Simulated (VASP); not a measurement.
# Na2S (Fm-3m) in VASP: further runs

Na2S is run at these levels: PBE, r2SCAN, HSE06; tasks: single point.

Everything below comes from runs of VASP 6.6.1. Logs are shortened: lines on timing, memory, paths and dates and some standing lists are left out, and cuts for length are marked.

## (1) The cell of the first run

Symmetry: Fm-3m, No. 225, cubic system. The conventional cell has a = 6.511 Å, b = 6.511 Å, c = 6.511 Å, α = 90.00°, β = 90.00°, γ = 90.00°. Na (site symmetry -43m) has 4 S at 2.82 Å and 6 Na at 3.26 Å within 3.7 Å. Within 3.7 Å of S (site symmetry m-3m) lie 8 Na at 2.82 Å.

## (2) Single point, PBE

INCAR reads:

```
PREC = Accurate ; ENCUT = 500
EDIFF = 1E-6 ; ISMEAR = 0
SIGMA = 0.01 ; LREAL = F
LASPH = T ; NELM = 120
ALGO = Normal ; ISIF = 2
LWAVE = F ; LCHARG = F
GGA = PE ; NBANDS = 17
GGA_COMPAT = F
```

KPOINTS reads:

```
Automatic mesh
0
Gamma
  4 4 4
```

POSCAR reads:

```
Na2S
1.0
    0.0000000000      3.2554286337      3.2554286337
    3.2554286337      0.0000000000      3.2554286337
    3.2554286337      3.2554286337      0.0000000000
Na S
2 1
Direct
    0.2500000000      0.2500000000      0.2500000000
    0.7500000000      0.7500000000      0.7500000000
    0.0000000000      0.0000000000      0.0000000000
```

Potentials or basis: VASP PAW PBE potentials, release 64 (Na_pv, S).

Command:

```sh
$ cat potpaw_PBE.64/Na_pv/POTCAR potpaw_PBE.64/S/POTCAR > POTCAR
$ mpirun -np 1 vasp_std > vasp.out
```

OUTCAR:

```text
PREC = Accurate
   ENCUT = 500
   EDIFF = 1E-6
   ISMEAR = 0
   LREAL = F
   LASPH = T
   NELM = 120
   ISIF = 2
   GGA = PE

 ion  position               nearest neighbor table
   1  0.250  0.250  0.250-
   2  0.750  0.750  0.750-
   3  0.000  0.000  0.000-

  LATTYP: Found a face centered cubic cell.
 ALAT       =     6.5108572674

  Lattice vectors:

 A1 = (   0.0000000000,   3.2554286337,   3.2554286337)
 A2 = (   3.2554286337,   0.0000000000,   3.2554286337)
 A3 = (   3.2554286337,   3.2554286337,   0.0000000000)

Analysis of symmetry for initial positions (statically):
=====================================================================
 Subroutine PRICEL returns:
 Original cell was already a primitive cell.

 Routine SETGRP: Setting up the symmetry group for a
 face centered cubic supercell.

 Subroutine GETGRP returns: Found 48 space group operations
 (whereof 48 operations were pure point group operations)
 out of a pool of 48 trial point group operations.

The static configuration has the point symmetry O_h .

Analysis of symmetry for dynamics (positions and initial velocities):
=====================================================================
 Subroutine PRICEL returns:
 Original cell was already a primitive cell.

 Routine SETGRP: Setting up the symmetry group for a
 face centered cubic supercell.

 Subroutine GETGRP returns: Found 48 space group operations
 (whereof 48 operations were pure point group operations)
 out of a pool of 48 trial point group operations.

The dynamic configuration has the point symmetry O_h .

 Subroutine INISYM returns: Found 48 space group operations
 (whereof 48 operations are pure point group operations),
 and found     1 'primitive' translations

----------------------------------------------------------------------------------------

                                     Primitive cell

  volume of cell :      69.0009

  direct lattice vectors                    reciprocal lattice vectors
     0.000000000  3.255428634  3.255428634    -0.153589606  0.153589606  0.153589606
     3.255428634  0.000000000  3.255428634     0.153589606 -0.153589606  0.153589606
     3.255428634  3.255428634  0.000000000     0.153589606  0.153589606 -0.153589606

  length of vectors
     4.603871325  4.603871325  4.603871325     0.266025000  0.266025000  0.266025000

  position of ions in fractional coordinates (direct lattice)
     0.250000000  0.250000000  0.250000000
     0.750000000  0.750000000  0.750000000
     0.000000000  0.000000000  0.000000000

  ion indices of the primitive-cell ions
   primitive index   ion index
                 1           1
                 2           2
                 3           3

----------------------------------------------------------------------------------------

 KPOINTS: Automatic mesh

Automatic generation of k-mesh.
 Grid dimensions read from file:
 generate k-points for:    4    4    4

 Generating k-lattice:

  Cartesian coordinates                     Fractional coordinates (reciprocal lattice)
    -0.038397401  0.038397401  0.038397401     0.250000000  0.000000000  0.000000000
     0.038397401 -0.038397401  0.038397401     0.000000000  0.250000000  0.000000000
     0.038397401  0.038397401 -0.038397401     0.000000000  0.000000000  0.250000000

  Length of vectors
     0.066506250  0.066506250  0.066506250

  Shift w.r.t. Gamma in fractional coordinates (k-lattice)
     0.000000000  0.000000000  0.000000000

 Subroutine IBZKPT returns following result:
 ===========================================

 Found      8 irreducible k-points:

 Following reciprocal coordinates:
            Coordinates               Weight
  0.000000  0.000000  0.000000      1.000000
  0.250000  0.000000  0.000000      8.000000
  0.500000  0.000000  0.000000      4.000000
  0.250000  0.250000  0.000000      6.000000
  0.500000  0.250000  0.000000     24.000000
 -0.250000  0.250000  0.000000     12.000000
  0.500000  0.500000  0.000000      3.000000
 -0.250000  0.500000  0.250000      6.000000
   k-points           NKPTS =      8   k-points in BZ     NKDIM =      8   number of bands    NBANDS=     17
   number of dos      NEDOS =    301   number of ions     NIONS =      3
   total plane-waves  NPLWV =  46656
   dimension x,y,z NGX =    36 NGY =   36 NGZ =   36
   dimension x,y,z NGXF=    72 NGYF=   72 NGZF=   72
   ions per type =               2   1
   NGX,Y,Z   is equivalent  to a cutoff of  13.00, 13.00, 13.00 a.u.
   NGXF,Y,Z  is equivalent  to a cutoff of  26.00, 26.00, 26.00 a.u.
 SYSTEM =  unknown system
   PREC   = accura    normal or accurate (medium, high low for compatibility)
   ISTART =      0    job   : 0-new  1-cont  2-samecut
   ICHARG =      2    charge: 1-file 2-atom 10-const
   ISPIN  =      1    spin polarized calculation?
   LNONCOLLINEAR =      F non collinear calculations
   LSORBIT =      F    spin-orbit coupling
   LASPH  =      T    aspherical Exc in radial PAW
   ENCUT  =  500.0 eV  36.75 Ry    6.06 a.u.   8.39  8.39  8.39*2*pi/ulx,y,z
   NELM   =    120;   NELMIN=  2; NELMDL= -5     # of ELM steps
   EDIFF  = 0.1E-05   stopping-criterion for ELM
   LREAL  =      F    real-space projection
   EDIFFG = 0.1E-04   stopping-criterion for IOM
   NSW    =      0    number of steps for IOM
   IBRION =     -1    ionic relax: 0-MD 1-quasi-New 2-CG
   NFREE  =      0    steps in history (QN), initial steepest desc. (CG)
   ISIF   =      2    stress and relaxation
   ISYM   =      2    0-nonsym 1-usesym 2-fastsym
   POTIM  = 0.5000    time-step for ionic-motion
   TEBEG  =    0.0;   TEEND  =   0.0 temperature during run
   PSTRESS=    0.0 pullay stress
   NELECT =      20.0000    total number of electrons
   NUPDOWN=      -1.0000    fix difference up-down
   EMIN   =  10.00;   EMAX   =-10.00  energy-range for DOS
   EFERMI =   0.00;   METHOD = LEGACY
   ISMEAR =     0;   SIGMA  =   0.01  broadening in eV -4-tet -1-fermi 0-gaus
   EFERMI_NEDOS =   21; number of points for ismear=-14 and -15
   IALGO  =     38    algorithm
   IMIX   =      4    mixing-type and parameters
     AMIX     =   0.40;   BMIX     =  1.00
     AMIX_MAG =   1.60;   BMIX_MAG =  1.00
  volume/ion in A,a.u.               =      23.00       155.21
  Fermi-wavevector in a.u.,A,eV,Ry     =   1.083428  2.047382 15.970734  1.173816
  Thomas-Fermi vector in A             =   2.219494
   LORBIT       =      0    0 simple, 1 ext, 2 COOP (PROOUT), +10 PAW based schemes
   GGA     = PE    functional components
   LHFCALC =     F    Hartree Fock is set to
   AEXX    =    0.0000 exact exchange contribution
   IVDW    =     0    specifies the selected vdW correction
   LEPSILON=     F    determine dielectric tensor
   LRPA    =     F    only Hartree local field effects (RPA)
 non-spin polarized calculation
 Gauss-broadening in eV      SIGMA  =   0.01
  energy-cutoff  :      500.00
  volume of cell :       69.00
 maximum number of plane-waves:      1807
 NGX is ok and might be reduce to    36
   NGX = 17   NGY = 17   NGZ = 17

 number of electron      19.9999984 magnetization

 Free energy of the ion-electron system (eV)
  ---------------------------------------------------
  ext. energy  EPLUGINS =         0.00000000
  ---------------------------------------------------
  free energy    TOTEN  =        -9.96750925 eV

  energy without entropy =       -9.96750925  energy(sigma->0) =       -9.96750925

 E-fermi :   0.3153     XC(G=0):  -7.8721

 val. band max:        0.2499224887   @ k =   0.0000   0.0000   0.0000
 cond. band min:       2.7822407859   @ k =   0.0000   0.0000   0.0000
 fundamental gap:      2.5323182972
 Fermi energy:         0.3153164139

 k-point     1 :       0.0000    0.0000    0.0000
  band No.  band energies     occupation
      1     -21.9655      2.00000
      2     -21.9655      2.00000
      3     -21.9655      2.00000
      4     -21.9095      2.00000
      5     -21.9095      2.00000
      6     -21.9095      2.00000
      7      -9.9106      2.00000
      8       0.2499      2.00000
      9       0.2499      2.00000
     10       0.2499      2.00000
     11       2.7822      0.00000
     12       8.0396      0.00000
     13       8.0396      0.00000
     14       8.0396      0.00000
     15       9.6381      0.00000
     16       9.6381      0.00000
     17      11.5480      0.00000

 k-point     2 :       0.2500    0.0000    0.0000
  band No.  band energies     occupation
      1     -21.9602      2.00000
      2     -21.9578      2.00000
      3     -21.9578      2.00000
      4     -21.9215      2.00000
      5     -21.9182      2.00000
      6     -21.9182      2.00000
      7      -9.7862      2.00000
      8      -0.7629      2.00000
      9       0.1818      2.00000
     10       0.1818      2.00000
     11       4.1465      0.00000
     12       7.3565      0.00000
     13       7.9475      0.00000
     14       7.9475      0.00000
     15       9.4412      0.00000
     16       9.4412      0.00000
     17      10.6469      0.00000

 k-point     3 :       0.5000    0.0000    0.0000
  band No.  band energies     occupation
      1     -21.9469      2.00000
      2     -21.9413      2.00000
      3     -21.9393      2.00000
      4     -21.9393      2.00000
      5     -21.9376      2.00000
      6     -21.9376      2.00000
      7      -9.6555      2.00000
      8      -1.4135      2.00000
      9       0.1177      2.00000
     10       0.1177      2.00000
     11       5.0976      0.00000
     12       6.7587      0.00000
     13       7.4305      0.00000
     14       7.4305      0.00000
     15      11.5448      0.00000
     16      11.7143      0.00000
     17      11.7143      0.00000

 k-point     4 :       0.2500    0.2500    0.0000
  band No.  band energies     occupation
      1     -21.9714      2.00000
      2     -21.9714      2.00000
      3     -21.9515      2.00000
      4     -21.9304      2.00000
      5     -21.9057      2.00000
      6     -21.9057      2.00000
      7      -9.7458      2.00000
      8      -0.7346      2.00000
      9       0.0059      2.00000
     10       0.0059      2.00000
     11       4.3699      0.00000
     12       7.0220      0.00000
     13       7.3455      0.00000
     14       8.8249      0.00000
     15       8.8249      0.00000
     16      10.4609      0.00000
     17      12.8003      0.00000

 k-point     5 :       0.5000    0.2500    0.0000
  band No.  band energies     occupation
      1     -21.9773      2.00000
      2     -21.9673      2.00000
      3     -21.9656      2.00000
      4     -21.9140      2.00000
      5     -21.9124      2.00000
      6     -21.9077      2.00000
      7      -9.6166      2.00000
      8      -1.1276      2.00000
      9      -0.3771      2.00000
     10      -0.0561      2.00000
     11       5.0316      0.00000
     12       6.5922      0.00000
     13       7.6097      0.00000
     14       8.4840      0.00000
     15       9.7241      0.00000
     16      11.8084      0.00000
     17      12.3683      0.00000

 k-point     6 :      -0.2500    0.2500    0.0000
  band No.  band energies     occupation
      1     -21.9785      2.00000
      2     -21.9478      2.00000
      3     -21.9433      2.00000
      4     -21.9365      2.00000
      5     -21.9337      2.00000
      6     -21.9021      2.00000
      7      -9.6589      2.00000
      8      -1.0229      2.00000
      9      -0.4184      2.00000
     10       0.1121      2.00000
     11       5.5120      0.00000
     12       6.2986      0.00000
     13       7.4916      0.00000
     14       8.0515      0.00000
     15       9.3691      0.00000
     16      11.2434      0.00000
     17      12.2953      0.00000

 k-point     7 :       0.5000    0.5000    0.0000
  band No.  band energies     occupation
      1     -21.9930      2.00000
      2     -21.9772      2.00000
      3     -21.9772      2.00000
      4     -21.9020      2.00000
      5     -21.9020      2.00000
      6     -21.8951      2.00000
      7      -9.5757      2.00000
      8      -1.2395      2.00000
      9      -0.2115      2.00000
     10      -0.2115      2.00000
     11       4.1044      0.00000
     12       6.2956      0.00000
     13       8.8177      0.00000
     14      10.1129      0.00000
     15      10.1129      0.00000
     16      12.0624      0.00000
     17      12.3145      0.00000

 k-point     8 :      -0.2500    0.5000    0.2500
  band No.  band energies     occupation
      1     -21.9879      2.00000
      2     -21.9824      2.00000
      3     -21.9397      2.00000
      4     -21.9397      2.00000
      5     -21.8989      2.00000
      6     -21.8982      2.00000
      7      -9.5745      2.00000
      8      -0.7798      2.00000
      9      -0.7798      2.00000
     10      -0.3360      2.00000
     11       5.0785      0.00000
     12       7.5379      0.00000
     13       7.5379      0.00000
     14       7.5949      0.00000
     15      10.9213      0.00000
     16      10.9213      0.00000
     17      12.3055      0.00000

------------------------ aborting loop because EDIFF is reached ----------------------------------------

  FORCE on cell =-STRESS in cart. coord.  units (eV):
  Direction    XX          YY          ZZ          XY          YZ          ZX
  --------------------------------------------------------------------------------------
  -------------------------------------------------------------------------------------
  Total        0.3739020      0.3739020      0.3739020     -0.0000000      0.0000000      0.0000000
  in kB        8.6818821      8.6818821      8.6818821     -0.0000000      0.0000000      0.0000000
  external PRESSURE =       8.6818821 kB  Pullay stress =       0.0000000 kB

 VOLUME and BASIS-vectors are now :
 -----------------------------------------------------------------------------
  energy-cutoff  :      500.00
  volume of cell :       69.00
      direct lattice vectors                 reciprocal lattice vectors
     0.000000000  3.255428634  3.255428634    -0.153589606  0.153589606  0.153589606
     3.255428634  0.000000000  3.255428634     0.153589606 -0.153589606  0.153589606
     3.255428634  3.255428634  0.000000000     0.153589606  0.153589606 -0.153589606

 POSITION                                       TOTAL-FORCE (eV/Angst)
 -----------------------------------------------------------------------------------
      1.62771      1.62771      1.62771         0.000000      0.000000      0.000000
      4.88314      4.88314      4.88314        -0.000000     -0.000000      0.000000
      0.00000      0.00000      0.00000        -0.000000     -0.000000     -0.000000
 -----------------------------------------------------------------------------------
    total drift:                                0.000000      0.000000      0.000000

  FREE ENERGIE OF THE ION-ELECTRON SYSTEM (eV)
  ---------------------------------------------------
  free  energy   TOTEN  =        -9.9675092473 eV

  energy  without entropy=       -9.9675092473  energy(sigma->0) =       -9.96750925
```

It took 20 s on 1 thread of Intel Xeon Platinum 8488C (Sapphire Rapids), shared host; peak memory 0.19 GiB.

What came out:

| Item | Value |
| --- | --- |
| Free energy | -9.9675 eV |
| Pressure | 0.9 GPa |
| Band gap on the k mesh | 2.53 eV, direct |

PBE gaps usually lie below the measured ones, often by a third to a half.

(Continued in part 2 of 2.)
